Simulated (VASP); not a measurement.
# C in VASP: notebook

The runs below take C through single point, with PBE.

All numbers are computed with VASP 6.6.1; they aren't measurements. Logs are shortened: lines on timing, memory, paths and dates and some standing lists are left out, and cuts for length are marked.

### Step 1. The cell of the first run

The cell holds a slab with vacuum, 19 atoms: a = 7.398 Å, b = 7.398 Å, c = 12.000 Å, α = 90.00°, β = 90.00°, γ = 120.00°.

### Step 2. Single point, PBE, collinear spin

INCAR reads:

```
SYSTEM = C
PREC = Accurate
ENCUT = 520
EDIFF = 1E-6
ISMEAR = 0
SIGMA = 0.05
LREAL = Auto
LASPH = .True.
NELM = 150
ALGO = Normal
ISIF = 2
LWAVE = .False.
LCHARG = .False.
ISPIN = 2
MAGMOM = 0 0 0 0 0 0 0 0 0 0 0 0 0 0 0 0 0 0 0.13
LORBIT = 11
GGA = PE
NBANDS = 57
```

KPOINTS reads:

```
Automatic mesh
0
Gamma
  2 2 1
  0 0 0
```

POSCAR reads:

```
C
1.0
    7.3980000000      0.0000000000      0.0000000000
   -3.6990000000      6.4068560000      0.0000000000
    0.0000000000      0.0000000000     12.0000000000
C
19
Direct
   -0.0047387517     -0.0045448189      0.0806045000
    0.2173647711      0.1056911534      0.0781412500
   -0.0055413019      0.3303353470      0.0785486667
    0.2168252078      0.4411475769      0.0832690000
   -0.0039011057      0.6627757827      0.0779230833
    0.2176556867      0.7727520331      0.0817751667
    0.3278734730     -0.0044858196      0.0798658333
    0.5505796960      0.1063429551      0.0771364167
    0.3281725213      0.3279106008      0.0796591667
    0.5475727746      0.4342474686      0.0780801667
    0.3250788456      0.6606210597      0.0898278333
    0.5504197262      0.7775926289      0.1098272500
    0.6638070208      0.0002085266      0.0846444167
    0.8832855182      0.1081906633      0.0803394167
    0.6605997507      0.3277242379      0.0739033333
    0.8838040999      0.4400929255      0.0773567500
    0.6655285837      0.6568298086      0.0996880833
    0.8888989194      0.7755950813      0.0804414167
    0.6297019984      0.7172285439      0.2164675833
```

Potentials or basis: VASP PAW PBE potentials, release 64 (C).

On the command line:

```console
cat potpaw_PBE.64/C/POTCAR > POTCAR
mpirun -np 1 vasp_std > vasp.out
```

OUTCAR:

```text
SYSTEM = C
   PREC = Accurate
   ENCUT = 520
   EDIFF = 1E-6
   ISMEAR = 0
   LREAL = Auto
   LASPH = .True.
   NELM = 150
   ISIF = 2
   ISPIN = 2
   LORBIT = 11
   GGA = PE

 ion  position               nearest neighbor table
   1  0.995  0.995  0.081-  18 1.41   2 1.42  14 1.44
   2  0.217  0.106  0.078-   7 1.41   1 1.42   9 1.42
   3  0.994  0.330  0.079-  16 1.41  14 1.42   4 1.43
   4  0.217  0.441  0.083-  11 1.41   3 1.43   9 1.44
   5  0.996  0.663  0.078-  18 1.41   6 1.42  16 1.43
   6  0.218  0.773  0.082-  11 1.41   5 1.42   7 1.43
   7  0.328  0.996  0.080-   2 1.41   8 1.43   6 1.43
   8  0.551  0.106  0.077-  13 1.41  15 1.42   7 1.43
   9  0.328  0.328  0.080-  10 1.41   2 1.42   4 1.44
  10  0.548  0.434  0.078-   9 1.41  15 1.41  17 1.45
  11  0.325  0.661  0.090-   4 1.41   6 1.41  12 1.46
  12  0.550  0.778  0.110-  13 1.46  11 1.46  17 1.52  19 1.56
  13  0.664  0.000  0.085-  14 1.41   8 1.41  12 1.46
  14  0.883  0.108  0.080-  13 1.41   3 1.42   1 1.44
  15  0.661  0.328  0.074-  10 1.41   8 1.42  16 1.43
  16  0.884  0.440  0.077-   3 1.41   5 1.43  15 1.43
  17  0.666  0.657  0.100-  10 1.45  18 1.45  12 1.52  19 1.53
  18  0.889  0.776  0.080-   1 1.41   5 1.41  17 1.45
  19  0.630  0.717  0.216-  17 1.53  12 1.56

  LATTYP: Found a hexagonal cell.
 ALAT       =     7.3980000000
 C/A-ratio  =     1.6220600162

  Lattice vectors:

 A1 = (   7.3980000000,   0.0000000000,   0.0000000000)
 A2 = (  -3.6990000000,   6.4068560000,   0.0000000000)
 A3 = (   0.0000000000,   0.0000000000,  12.0000000000)

Analysis of symmetry for initial positions (statically):
=====================================================================
 Subroutine PRICEL returns:
 Original cell was already a primitive cell.

 Routine SETGRP: Setting up the symmetry group for a
 hexagonal supercell.

 Subroutine GETGRP returns: Found  1 space group operations
 (whereof  1 operations were pure point group operations)
 out of a pool of 24 trial point group operations.

The static configuration has the point symmetry C_1 .

Analysis of symmetry for dynamics (positions and initial velocities):
=====================================================================
 Subroutine PRICEL returns:
 Original cell was already a primitive cell.

 Routine SETGRP: Setting up the symmetry group for a
 hexagonal supercell.

 Subroutine GETGRP returns: Found  1 space group operations
 (whereof  1 operations were pure point group operations)
 out of a pool of 24 trial point group operations.

The dynamic configuration has the point symmetry C_1 .

Analysis of structural, dynamic, and magnetic symmetry:
=====================================================================
 Subroutine PRICEL returns:
 Original cell was already a primitive cell.

 Routine SETGRP: Setting up the symmetry group for a
 hexagonal supercell.

 Subroutine GETGRP returns: Found  1 space group operations
 (whereof  1 operations were pure point group operations)
 out of a pool of 24 trial point group operations.

The overall configuration has the point symmetry C_1 .

 Subroutine INISYM returns: Found  1 space group operations
 (whereof  1 operations are pure point group operations),
 and found     1 'primitive' translations

----------------------------------------------------------------------------------------

                                     Primitive cell

  volume of cell :     568.7750

  direct lattice vectors                    reciprocal lattice vectors
     7.398000000  0.000000000  0.000000000     0.135171668  0.078041398  0.000000000
    -3.699000000  6.406856000  0.000000000     0.000000000  0.156082796  0.000000000
     0.000000000  0.000000000 12.000000000     0.000000000  0.000000000  0.083333333

  length of vectors
     7.398000000  7.398000054 12.000000000     0.156082797  0.156082796  0.083333333

  position of ions in fractional coordinates (direct lattice)
     0.995261248  0.995455181  0.080604500
     0.217364771  0.105691153  0.078141250
     0.994458698  0.330335347  0.078548667
     0.216825208  0.441147577  0.083269000
     0.996098894  0.662775783  0.077923083
     0.217655687  0.772752033  0.081775167
[... 11 lines left out ...]
     0.888898919  0.775595081  0.080441417
     0.629701998  0.717228544  0.216467583

  ion indices of the primitive-cell ions
   primitive index   ion index
                 1           1
                 2           2
                 3           3
                 4           4
                 5           5
                 6           6
[... 11 lines left out ...]
                18          18
                19          19

----------------------------------------------------------------------------------------

 KPOINTS: Automatic mesh

Automatic generation of k-mesh.
 Grid dimensions read from file:
 generate k-points for:    2    2    1

 Generating k-lattice:

  Cartesian coordinates                     Fractional coordinates (reciprocal lattice)
     0.067585834  0.039020699  0.000000000     0.500000000  0.000000000  0.000000000
     0.000000000  0.078041398  0.000000000     0.000000000  0.500000000  0.000000000
     0.000000000  0.000000000  0.083333333     0.000000000  0.000000000  1.000000000

  Length of vectors
     0.078041399  0.078041398  0.083333333

  Shift w.r.t. Gamma in fractional coordinates (k-lattice)
     0.000000000  0.000000000  0.000000000

 Subroutine IBZKPT returns following result:
 ===========================================

 Found      4 irreducible k-points:

 Following reciprocal coordinates:
            Coordinates               Weight
  0.000000  0.000000  0.000000      1.000000
  0.500000  0.000000  0.000000      1.000000
  0.000000  0.500000  0.000000      1.000000
  0.500000  0.500000  0.000000      1.000000
   k-points           NKPTS =      4   k-points in BZ     NKDIM =      4   number of bands    NBANDS=     57
   number of dos      NEDOS =    301   number of ions     NIONS =     19
   total plane-waves  NPLWV = 282240
   dimension x,y,z NGX =    56 NGY =   56 NGZ =   90
   dimension x,y,z NGXF=   112 NGYF=  112 NGZF=  180
   ions per type =              19
   NGX,Y,Z   is equivalent  to a cutoff of  12.58, 12.58, 12.47 a.u.
   NGXF,Y,Z  is equivalent  to a cutoff of  25.17, 25.17, 24.94 a.u.
 SYSTEM =  C
   PREC   = accura    normal or accurate (medium, high low for compatibility)
   ISTART =      0    job   : 0-new  1-cont  2-samecut
   ICHARG =      2    charge: 1-file 2-atom 10-const
   ISPIN  =      2    spin polarized calculation?
   LNONCOLLINEAR =      F non collinear calculations
   LSORBIT =      F    spin-orbit coupling
   LASPH  =      T    aspherical Exc in radial PAW
   ENCUT  =  520.0 eV  38.22 Ry    6.18 a.u.  13.76 13.76 22.31*2*pi/ulx,y,z
   NELM   =    150;   NELMIN=  2; NELMDL= -5     # of ELM steps
   EDIFF  = 0.1E-05   stopping-criterion for ELM
   LREAL  =      T    real-space projection
   EDIFFG = 0.1E-04   stopping-criterion for IOM
   NSW    =      0    number of steps for IOM
   IBRION =     -1    ionic relax: 0-MD 1-quasi-New 2-CG
   NFREE  =      0    steps in history (QN), initial steepest desc. (CG)
   ISIF   =      2    stress and relaxation
   ISYM   =      2    0-nonsym 1-usesym 2-fastsym
   POTIM  = 0.5000    time-step for ionic-motion
   TEBEG  =    0.0;   TEEND  =   0.0 temperature during run
   PSTRESS=    0.0 pullay stress
   NELECT =      76.0000    total number of electrons
   NUPDOWN=      -1.0000    fix difference up-down
   EMIN   =  10.00;   EMAX   =-10.00  energy-range for DOS
   EFERMI =   0.00;   METHOD = LEGACY
   ISMEAR =     0;   SIGMA  =   0.05  broadening in eV -4-tet -1-fermi 0-gaus
   EFERMI_NEDOS =   21; number of points for ismear=-14 and -15
   IALGO  =     38    algorithm
   IMIX   =      4    mixing-type and parameters
     AMIX     =   0.40;   BMIX     =  1.00
     AMIX_MAG =   1.60;   BMIX_MAG =  1.00
  volume/ion in A,a.u.               =      29.94       202.01
  Fermi-wavevector in a.u.,A,eV,Ry     =   0.836949  1.581605  9.530667  0.700484
  Thomas-Fermi vector in A             =   1.950758
   LORBIT       =     11    0 simple, 1 ext, 2 COOP (PROOUT), +10 PAW based schemes
   GGA     = PE    functional components
   LHFCALC =     F    Hartree Fock is set to
   AEXX    =    0.0000 exact exchange contribution
   IVDW    =     0    specifies the selected vdW correction
   LEPSILON=     F    determine dielectric tensor
   LRPA    =     F    only Hartree local field effects (RPA)
 spin polarized calculation
 Gauss-broadening in eV      SIGMA  =   0.05
  energy-cutoff  :      520.00
  volume of cell :      568.78
 maximum number of plane-waves:     15363
 NGX is ok and might be reduce to    56
   NGX = 27   NGY = 27   NGZ = 45

 number of electron      75.9999998 magnetization       0.0003341

 number of electron      75.9999998 magnetization      -0.0006687

 Free energy of the ion-electron system (eV)
  ---------------------------------------------------
  ext. energy  EPLUGINS =         0.00000000
  ---------------------------------------------------
  free energy    TOTEN  =      -168.59613982 eV

  energy without entropy =     -168.59329242  energy(sigma->0) =     -168.59471612

 E-fermi :  -2.0756     XC(G=0):  -3.8343

 val. band max:       -2.1399300328   @ k =   0.0000   0.0000   0.0000
 cond. band min:      -2.0049747577   @ k =   0.0000   0.0000   0.0000
 fundamental gap:      0.1349552750
 Fermi energy:        -2.0755950927

 spin component 1

 k-point     1 :       0.0000    0.0000    0.0000
  band No.  band energies     occupation
      1     -21.8577      1.00000
      2     -20.1003      1.00000
      3     -19.0738      1.00000
      4     -19.0244      1.00000
      5     -18.9438      1.00000
      6     -18.9139      1.00000
[... 42 lines left out ...]
     49       3.5841      0.00000
     50       4.3021      0.00000
[... 157 lines left out ...]
     49       4.2081      0.00000
     50       4.2386      0.00000
 Fermi energy:        -2.0755950927

 spin component 2

 k-point     1 :       0.0000    0.0000    0.0000
  band No.  band energies     occupation
      1     -21.8578      1.00000
      2     -20.1004      1.00000
      3     -19.0738      1.00000
      4     -19.0244      1.00000
      5     -18.9438      1.00000
      6     -18.9140      1.00000
[... 42 lines left out ...]
     49       3.6251      0.00000
     50       4.3026      0.00000
[... 157 lines left out ...]
     49       4.2113      0.00000
     50       4.2561      0.00000
 [bands above 50 left out]

------------------------ aborting loop because EDIFF is reached ----------------------------------------

  FORCE on cell =-STRESS in cart. coord.  units (eV):
  Direction    XX          YY          ZZ          XY          YZ          ZX
  --------------------------------------------------------------------------------------
  -------------------------------------------------------------------------------------
  Total        3.1650185      7.1664668     -0.7625283      1.6055023     -0.1055365     -0.6019152
  in kB        8.9155121     20.1871560     -2.1479592      4.5225252     -0.2972847     -1.6955296
  external PRESSURE =       8.9849030 kB  Pullay stress =       0.0000000 kB

 VOLUME and BASIS-vectors are now :
 -----------------------------------------------------------------------------
  energy-cutoff  :      520.00
  volume of cell :      568.78
      direct lattice vectors                 reciprocal lattice vectors
     7.398000000  0.000000000  0.000000000     0.135171668  0.078041398  0.000000000
    -3.699000000  6.406856000  0.000000000     0.000000000  0.156082796  0.000000000
     0.000000000  0.000000000 12.000000000     0.000000000  0.000000000  0.083333333

 POSITION                                       TOTAL-FORCE (eV/Angst)
 -----------------------------------------------------------------------------------
      3.68075      6.37774      0.96725        -0.180631      0.011922      0.035075
      1.21711      0.67715      0.93770         0.252205     -0.086436      0.016452
      6.13509      2.11641      0.94258        -0.070809      0.087753     -0.004320
     -0.02773      2.82637      0.99923         0.105525     -0.035495     -0.037156
      4.91753      4.24631      0.93508        -0.083568      0.031344     -0.075779
     -1.24819      4.95091      0.98130         0.186455     -0.041456     -0.067974
[... 11 lines left out ...]
      3.70715      4.96913      0.96530         0.155630      0.070335     -0.009094
      2.00551      4.59518      2.59761        -0.402195     -0.073507     -0.519245
 -----------------------------------------------------------------------------------
    total drift:                               -0.006092     -0.010731      0.007135

  FREE ENERGIE OF THE ION-ELECTRON SYSTEM (eV)
  ---------------------------------------------------
  free  energy   TOTEN  =      -168.5961398218 eV

  energy  without entropy=     -168.5932924200  energy(sigma->0) =     -168.59471612

 total charge

# of ion       s       p       d       tot
------------------------------------------
    1        0.863   1.781   0.000   2.644
    2        0.863   1.793   0.000   2.656
    3        0.863   1.791   0.000   2.654
    4        0.859   1.791   0.000   2.650
    5        0.867   1.786   0.000   2.653
    6        0.865   1.793   0.000   2.658
[... 11 lines left out ...]
   18        0.865   1.786   0.000   2.650
   19        0.997   1.249   0.000   2.247
--------------------------------------------------
tot         16.493  33.472   0.000  49.965

 magnetization (x)

# of ion       s       p       d       tot
------------------------------------------
    1       -0.000  -0.000   0.000  -0.000
    2        0.000   0.000   0.000   0.000
    3       -0.000  -0.000   0.000  -0.000
    4        0.000   0.000   0.000   0.000
    5       -0.000  -0.000   0.000  -0.000
    6        0.000   0.000   0.000   0.000
[... 11 lines left out ...]
   18       -0.000   0.000   0.000   0.000
   19       -0.000  -0.000   0.000  -0.000
--------------------------------------------------
tot         -0.000  -0.000   0.000  -0.000
```

It took 18 min on 1 thread of Oxide Virtual Turin-like, shared host; peak memory 0.81 GiB.

Results:

```
Free energy                                           : -168.5961 eV
Largest force                                         : 0.661 eV/Å
Band gap on the k mesh                                : 0.13 eV, direct
Net moment                                            : 0.00 μB per cell
Valence electrons inside the program's atomic spheres : C 2.64, 2.66, 2.65, 2.63, 2.25
```

Forces in eV/Å, atoms in the order of the input:
```
C   -0.181  0.012  0.035
C    0.252 -0.086  0.016
C   -0.071  0.088 -0.004
C    0.106 -0.035 -0.037
C   -0.084  0.031 -0.076
C    0.186 -0.041 -0.068
C   -0.179  0.130  0.017
C    0.136 -0.180 -0.061
C   -0.069  0.116  0.021
C    0.096 -0.176  0.052
C   -0.253 -0.162 -0.023
C    0.223  0.086  0.405
C   -0.008  0.352 -0.111
C    0.047 -0.141 -0.027
C   -0.133  0.172  0.019
C    0.214 -0.091  0.014
C   -0.037 -0.070  0.356
C    0.156  0.070 -0.009
C   -0.402 -0.074 -0.519
```

Levels at points of the mesh, in eV from the valence-band top:
Spin up:
```csv
k point,band 34,band 35,band 36,band 37,band 38,band 39,band 40,band 41,band 42,band 43
"(0.00, 0.00, 0.00)",-2.91,-2.48,-2.02,-0.37,0.00,0.13,0.58,1.80,3.83,3.90
"(0.50, 0.00, 0.00)",-2.56,-2.42,-2.26,-1.78,-0.64,0.16,1.89,2.48,2.69,2.82
"(0.00, 0.50, 0.00)",-2.56,-2.44,-2.26,-1.74,-0.60,0.15,1.89,2.48,2.70,2.79
"(0.50, 0.50, 0.00)",-2.51,-2.47,-2.28,-1.82,-0.06,0.32,1.16,2.35,2.66,3.19
```
Spin down:
```tsv
k point	band 36	band 37	band 38	band 39	band 40	band 41
(0.00, 0.00, 0.00)	-2.02	-0.37	0.00	0.13	0.58	1.80
(0.50, 0.00, 0.00)	-2.26	-1.78	-0.64	0.16	1.89	2.48
(0.00, 0.50, 0.00)	-2.26	-1.75	-0.60	0.15	1.89	2.48
(0.50, 0.50, 0.00)	-2.28	-1.82	-0.06	0.32	1.16	2.35
```

Caveat: the k points lie up to 0.49 Å⁻¹ apart.

[end of part 1 of 2]
